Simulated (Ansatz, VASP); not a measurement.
**Two plane-wave programs on Ru8N**

INCAR

```
  PREC = Accurate
  ENCUT = 520
  EDIFF = 1E-6
  ISMEAR = 0
  SIGMA = 0.1
  LREAL = False
  LASPH = True
  NELM = 120
  ALGO = Normal
  ISIF = 2
  LWAVE = False
  LCHARG = False
  LDIPOL = True
  IDIPOL = 3
  DIPOL = 0.5 0.5 0.319
  GGA = PE
  IVDW = 12
  NBANDS = 132
  GGA_COMPAT = False
  NELMDL = -8
```

File KPOINTS:

```
regular mesh
0
Gamma
  6 6 1
```

The input POSCAR:

```
Ru8N
1.0
    5.3951895594      0.0000000000      0.0000000000
   -2.6975947797      4.6723712167      0.0000000000
    0.0000000000      0.0000000000     25.0383144398
Ru N
16 2
Direct
    0.3333333333      0.1666666667      0.1597551628
    0.3333333333      0.6666666667      0.1597551628
    0.8333333333      0.1666666667      0.1597551628
    0.8333333333      0.6666666667      0.1597551628
    0.1666666667      0.3333333333      0.2449409688
    0.1666666667      0.8333333333      0.2449409688
    0.6666666667      0.3333333333      0.2449409688
    0.6666666667      0.8333333333      0.2449409688
    0.3333333333      0.1666666667      0.3299719610
    0.3333333333      0.6666666667      0.3299719610
    0.8333333333      0.1666666667      0.3299719610
    0.8333333333      0.6666666667      0.3299719610
    0.1666666667      0.3333333333      0.4128997766
    0.1666666667      0.8333333333      0.4128997766
    0.6666666667      0.3333333333      0.4128997766
    0.6666666667      0.8333333333      0.4128997766
    0.5000000000      0.5000000000      0.5566794232
    0.5000000000      0.5000000000      0.6006120930
```

Input for Ansatz:

```yaml
crystal:
  lattice:
    - [5.3951895594, 0.0, 0.0]
    - [-2.6975947797, 4.6723712167, 0.0]
    - [0.0, 0.0, 25.0383144398]
  atoms:
    - { symbol: Ru, position: [0.3333333333, 0.1666666667, 0.1597551628] }
    - { symbol: Ru, position: [0.3333333333, 0.6666666667, 0.1597551628] }
    - { symbol: Ru, position: [0.8333333333, 0.1666666667, 0.1597551628] }
    - { symbol: Ru, position: [0.8333333333, 0.6666666667, 0.1597551628] }
    - { symbol: Ru, position: [0.1666666667, 0.3333333333, 0.2449409688] }
    - { symbol: Ru, position: [0.1666666667, 0.8333333333, 0.2449409688] }
    - { symbol: Ru, position: [0.6666666667, 0.3333333333, 0.2449409688] }
    - { symbol: Ru, position: [0.6666666667, 0.8333333333, 0.2449409688] }
    - { symbol: Ru, position: [0.3333333333, 0.1666666667, 0.329971961] }
    - { symbol: Ru, position: [0.3333333333, 0.6666666667, 0.329971961] }
    - { symbol: Ru, position: [0.8333333333, 0.1666666667, 0.329971961] }
    - { symbol: Ru, position: [0.8333333333, 0.6666666667, 0.329971961] }
    - { symbol: Ru, position: [0.1666666667, 0.3333333333, 0.4128997766] }
    - { symbol: Ru, position: [0.1666666667, 0.8333333333, 0.4128997766] }
    - { symbol: Ru, position: [0.6666666667, 0.3333333333, 0.4128997766] }
    - { symbol: Ru, position: [0.6666666667, 0.8333333333, 0.4128997766] }
    - { symbol: "N", position: [0.5, 0.5, 0.5566794232] }
    - { symbol: "N", position: [0.5, 0.5, 0.600612093] }
basis:
  ecutwfc: 420
kpoints:
  mp_grid: { grid: [6, 6, 1] }
hamiltonian:
  xc: pbe
  dispersion: d3bj
scf:
  occupations: { method: gaussian, width: 0.1 }
output:
  forces: true
  eigenvalues: true
efield:
  axis: 3
  dipole_correction: true
  ramp_width: 0.04
```

Alike in both runs: task single point; functional PBE; dispersion D3(BJ); k mesh 6 × 6 × 1; occupations gaussian, width 0.1 eV; no spin polarisation.

|  | VASP | Ansatz |
| --- | --- | --- |
| version | VASP 6.6.1 | Ansatz 0.2.0 |
| potentials or method | VASP PAW PBE potentials, release 64 (Ru_pv, N), cutoff 520 eV | scalar-relativistic, plane waves, PAW |
| valence electrons in the cell | 234 | 266 |

Ansatz gave:

```
gap on the k mesh at the Fermi level (eV) : none
rms of the force components (eV/Å)        : 0.211
```

Problem. What did VASP give for the same quantities?

Solution. gap on the k mesh at the Fermi level (eV): none; rms of the force components (eV/Å): 0.457.

Atom by atom the forces differ by 0.345 eV/Å (rms over components). A gap of «none» marks a metal or a gap that the smearing closes. One of these differences is far larger than is usual between the two programs; its cause wasn't traced. VASP's potentials hold 234 valence electrons a cell and Ansatz's 266, so a difference there can come from the potentials and not from the codes.

Noted on VASP's run: the standard files for N, O and F lose accuracy on very short bonds.
